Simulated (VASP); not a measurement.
# GaN (F-43m) in VASP: single point with r2SCAN

Aim: the single point of GaN with r2SCAN.

All numbers are computed with VASP 6.6.1; they aren't measurements. Logs are shortened: lines on timing, memory, paths and dates and some standing lists are left out, and cuts for length are marked.

## (1) The cell of the first run

It takes space group F-43m (No. 216, cubic). Conventional cell: a = 4.449 Å, b = 4.449 Å, c = 4.449 Å, α = 90.00°, β = 90.00°, γ = 90.00°. Within 2.6 Å of Ga (site symmetry -43m) lie 4 N at 1.93 Å. N (site symmetry -43m) has 4 Ga at 1.93 Å within 2.6 Å.

## (2) Single point, r2SCAN

The input, POSCAR:

```
GaN
1.0
    0.0000000000      2.2242532754      2.2242532754
    2.2242532754      0.0000000000      2.2242532754
    2.2242532754      2.2242532754      0.0000000000
Ga N
1 1
Direct
    0.0000000000      0.0000000000      0.0000000000
    0.2500000000      0.2500000000      0.2500000000
```

The input, INCAR.step1:

```
SYSTEM = GaN
ALGO     = Normal         ! electronic algorithm
EDIFF    = 1E-5           ! SCF threshold, eV
ENCUT    = 1460           ! plane-wave cutoff, eV
GGA      = PE             ! functional
GGA_COMPAT= .FALSE.      
ISMEAR   = 0              ! smearing method
LASPH    = .TRUE.         ! aspherical terms in the spheres
LCHARG   = .FALSE.        ! write CHGCAR
LREAL    = .FALSE.        ! projectors in reciprocal space
LWAVE    = .TRUE.         ! write WAVECAR
NBANDS   = 16             ! bands
NELM     = 120            ! most SCF steps
PREC     = Accurate       ! precision mode
SIGMA    = 0.01           ! smearing width, eV
```

The input, INCAR.step2:

```
SYSTEM = GaN
ALGO     = Normal         ! electronic algorithm
EDIFF    = 1E-6           ! SCF threshold, eV
ENCUT    = 1460           ! plane-wave cutoff, eV
GGA_COMPAT= .FALSE.      
ISIF     = 2              ! what is computed and relaxed
ISMEAR   = 0              ! smearing method
ISTART   = 1            
LASPH    = .TRUE.         ! aspherical terms in the spheres
LCHARG   = .FALSE.        ! write CHGCAR
LMIXTAU  = .TRUE.       
LREAL    = .FALSE.        ! projectors in reciprocal space
LWAVE    = .FALSE.        ! write WAVECAR
METAGGA  = R2SCAN         ! meta-GGA
NBANDS   = 16             ! bands
NELM     = 120            ! most SCF steps
PREC     = Accurate       ! precision mode
SIGMA    = 0.01           ! smearing width, eV
```

The input, KPOINTS:

```
k-points
0
G
  10 10 10
  0 0 0
```

Potentials or basis: VASP PAW PBE potentials, release 64 (Ga_d, N_h).

Run with:

```console
$ cat potpaw_PBE.64/Ga_d/POTCAR potpaw_PBE.64/N_h/POTCAR > POTCAR
$ cp INCAR.step1 INCAR
$ mpirun -np 1 vasp_std > vasp.out
$ cp INCAR.step2 INCAR
$ mpirun -np 1 vasp_std > vasp.out
```

OUTCAR:

```text
SYSTEM = GaN
   EDIFF = 1E-6
   ENCUT = 1460
   ISIF = 2
   ISMEAR = 0
   ISTART = 1
   LASPH = .TRUE.
   LREAL = .FALSE.
   METAGGA = R2SCAN
   NELM = 120
   PREC = Accurate

 ion  position               nearest neighbor table
   1  0.000  0.000  0.000-   2 1.93   2 1.93   2 1.93   2 1.93
   2  0.250  0.250  0.250-   1 1.93   1 1.93   1 1.93   1 1.93

  LATTYP: Found a face centered cubic cell.
 ALAT       =     4.4485065508

  Lattice vectors:

 A1 = (   0.0000000000,   2.2242532754,   2.2242532754)
 A2 = (   2.2242532754,   0.0000000000,   2.2242532754)
 A3 = (   2.2242532754,   2.2242532754,   0.0000000000)

Analysis of symmetry for initial positions (statically):
=====================================================================
 Subroutine PRICEL returns:
 Original cell was already a primitive cell.

 Routine SETGRP: Setting up the symmetry group for a
 face centered cubic supercell.

 Subroutine GETGRP returns: Found 24 space group operations
 (whereof 24 operations were pure point group operations)
 out of a pool of 48 trial point group operations.

The static configuration has the point symmetry T_d .

Analysis of symmetry for dynamics (positions and initial velocities):
=====================================================================
 Subroutine PRICEL returns:
 Original cell was already a primitive cell.

 Routine SETGRP: Setting up the symmetry group for a
 face centered cubic supercell.

 Subroutine GETGRP returns: Found 24 space group operations
 (whereof 24 operations were pure point group operations)
 out of a pool of 48 trial point group operations.

The dynamic configuration has the point symmetry T_d .

 Subroutine INISYM returns: Found 24 space group operations
 (whereof 24 operations are pure point group operations),
 and found     1 'primitive' translations

----------------------------------------------------------------------------------------

                                     Primitive cell

  volume of cell :      22.0081

  direct lattice vectors                    reciprocal lattice vectors
     0.000000000  2.224253275  2.224253275    -0.224794544  0.224794544  0.224794544
     2.224253275  0.000000000  2.224253275     0.224794544 -0.224794544  0.224794544
     2.224253275  2.224253275  0.000000000     0.224794544  0.224794544 -0.224794544

  length of vectors
     3.145569148  3.145569148  3.145569148     0.389355571  0.389355571  0.389355571
[... 80 lines left out ...]
   NELM   =    120;   NELMIN=  2; NELMDL=  0     # of ELM steps
   EDIFF  = 0.1E-05   stopping-criterion for ELM
   LREAL  =      F    real-space projection
   EDIFFG = 0.1E-04   stopping-criterion for IOM
   NSW    =      0    number of steps for IOM
   IBRION =     -1    ionic relax: 0-MD 1-quasi-New 2-CG
   NFREE  =      0    steps in history (QN), initial steepest desc. (CG)
   ISIF   =      2    stress and relaxation
   ISYM   =      2    0-nonsym 1-usesym 2-fastsym
   POTIM  = 0.5000    time-step for ionic-motion
   TEBEG  =    0.0;   TEEND  =   0.0 temperature during run
   PSTRESS=    0.0 pullay stress
   NELECT =      18.0000    total number of electrons
   NUPDOWN=      -1.0000    fix difference up-down
   EMIN   =  10.00;   EMAX   =-10.00  energy-range for DOS
   EFERMI =   0.00;   METHOD = LEGACY
   ISMEAR =     0;   SIGMA  =   0.01  broadening in eV -4-tet -1-fermi 0-gaus
   EFERMI_NEDOS =   21; number of points for ismear=-14 and -15
   IALGO  =     38    algorithm
   IMIX   =      4    mixing-type and parameters
     AMIX     =   0.40;   BMIX     =  1.00
     AMIX_MAG =   1.60;   BMIX_MAG =  1.00
  volume/ion in A,a.u.               =      11.00        74.26
  Fermi-wavevector in a.u.,A,eV,Ry     =   1.530987  2.893145 31.890973  2.343920
  Thomas-Fermi vector in A             =   2.638394
   LORBIT       =      0    0 simple, 1 ext, 2 COOP (PROOUT), +10 PAW based schemes
   METAGGA = R2SCAN    functional components
   LHFCALC =     F    Hartree Fock is set to
   AEXX    =    0.0000 exact exchange contribution
   IVDW    =     0    specifies the selected vdW correction
   LEPSILON=     F    determine dielectric tensor
   LRPA    =     F    only Hartree local field effects (RPA)
 non-spin polarized calculation
 Gauss-broadening in eV      SIGMA  =   0.01
  energy-cutoff  :     1460.00
  volume of cell :       22.01
 maximum number of plane-waves:      2812
   NGX = 19   NGY = 19   NGZ = 19

 number of electron      18.0000001 magnetization

 Free energy of the ion-electron system (eV)
  ---------------------------------------------------
  ext. energy  EPLUGINS =         0.00000000
  ---------------------------------------------------
  free energy    TOTEN  =       -21.87902080 eV

  energy without entropy =      -21.87902080  energy(sigma->0) =      -21.87902080

 E-fermi :   5.8662     XC(G=0): -12.8595

 val. band max:        5.7586795156   @ k =   0.0000   0.0000   0.0000
 cond. band min:       8.1375235475   @ k =   0.0000   0.0000   0.0000
 fundamental gap:      2.3788440319
 Fermi energy:         5.8662109944

 k-point     1 :       0.0000    0.0000    0.0000
  band No.  band energies     occupation
      1     -11.3195      2.00000
      2      -8.1086      2.00000
      3      -8.1086      2.00000
      4      -8.1086      2.00000
      5      -7.7132      2.00000
      6      -7.7132      2.00000
[... 433 lines left out ...]
      3      -7.8443      2.00000
      4      -7.8415      2.00000
      5      -7.6443      2.00000
      6      -6.9251      2.00000
[... 8 lines left out ...]
     15      29.4994      0.00000
     16      29.7871      0.00000

 [... further k-points ...]

------------------------ aborting loop because EDIFF is reached ----------------------------------------

  FORCE on cell =-STRESS in cart. coord.  units (eV):
  Direction    XX          YY          ZZ          XY          YZ          ZX
  --------------------------------------------------------------------------------------
  -------------------------------------------------------------------------------------
  Total        1.1060081      1.1060081      1.1060081      0.0000000      0.0000000      0.0000000
  in kB       80.5167387     80.5167387     80.5167387      0.0000000      0.0000000      0.0000000
  external PRESSURE =      80.5167387 kB  Pullay stress =       0.0000000 kB

 VOLUME and BASIS-vectors are now :
 -----------------------------------------------------------------------------
  energy-cutoff  :     1460.00
  volume of cell :       22.01
      direct lattice vectors                 reciprocal lattice vectors
     0.000000000  2.224253275  2.224253275    -0.224794544  0.224794544  0.224794544
     2.224253275  0.000000000  2.224253275     0.224794544 -0.224794544  0.224794544
     2.224253275  2.224253275  0.000000000     0.224794544  0.224794544 -0.224794544

 POSITION                                       TOTAL-FORCE (eV/Angst)
 -----------------------------------------------------------------------------------
      0.00000      0.00000      0.00000         0.000000      0.000000      0.000000
      1.11213      1.11213      1.11213        -0.000000     -0.000000     -0.000000
 -----------------------------------------------------------------------------------
    total drift:                               -0.000000     -0.000000     -0.000000

  FREE ENERGIE OF THE ION-ELECTRON SYSTEM (eV)
  ---------------------------------------------------
  free  energy   TOTEN  =       -21.8790207980 eV

  energy  without entropy=      -21.8790207980  energy(sigma->0) =      -21.87902080
```

OUTCAR.step1:

```text
SYSTEM = GaN
   EDIFF = 1E-5
   ENCUT = 1460
   GGA = PE
   ISMEAR = 0
   LASPH = .TRUE.
   LREAL = .FALSE.
[... 676 lines left out ...]
      0.00000      0.00000      0.00000         0.000000      0.000000      0.000000
      1.11213      1.11213      1.11213        -0.000000     -0.000000     -0.000000
 -----------------------------------------------------------------------------------
    total drift:                               -0.000000     -0.000000     -0.000000

  FREE ENERGIE OF THE ION-ELECTRON SYSTEM (eV)
  ---------------------------------------------------
  free  energy   TOTEN  =       -12.1025638076 eV

  energy  without entropy=      -12.1025638076  energy(sigma->0) =      -12.10256381
```

OSZICAR.step1:

```text
N       E                     dE             d eps       ncg     rms          rms(c)
DAV:   1     0.143667677300E+03    0.14367E+03   -0.16338E+04  1632   0.378E+03
DAV:   2     0.146943184194E+01   -0.14220E+03   -0.13017E+03  1640   0.548E+02
DAV:   3    -0.138446641914E+02   -0.15314E+02   -0.15017E+02  1808   0.113E+02
DAV:   4    -0.141577659486E+02   -0.31310E+00   -0.31285E+00  1776   0.168E+01
DAV:   5    -0.141617163480E+02   -0.39504E-02   -0.39503E-02  2008   0.177E+00    0.782E+00
DAV:   6    -0.121038752411E+02    0.20578E+01   -0.49414E+00  2256   0.409E+01    0.204E+00
DAV:   7    -0.121088606415E+02   -0.49854E-02   -0.28684E-01  1576   0.602E+00    0.134E+00
DAV:   8    -0.121046289617E+02    0.42317E-02   -0.46354E-02  1848   0.319E+00    0.343E-01
DAV:   9    -0.121024021183E+02    0.22268E-02   -0.86454E-03  2184   0.240E+00    0.808E-02
DAV:  10    -0.121025920409E+02   -0.18992E-03   -0.88738E-04  1936   0.474E-01    0.377E-02
DAV:  11    -0.121025624579E+02    0.29583E-04   -0.15993E-04  2272   0.207E-01    0.780E-03
DAV:  12    -0.121025638076E+02   -0.13497E-05   -0.17144E-05  1584   0.595E-02
   1 F= -.12102564E+02 E0= -.12102564E+02  d E =-.435745E-75
```

Run time: 2.6 min. Hardware: 1 thread of Intel Xeon Platinum 8488C (Sapphire Rapids), shared host; peak memory 0.31 GiB.

What came out:

* Free energy: -21.8790 eV
* Pressure: 8.1 GPa
* Band gap on the k mesh: 2.38 eV

Caveat: the cell stands under pressure; the PAW data sets were made with another functional, which shifts forces and pressure a little.
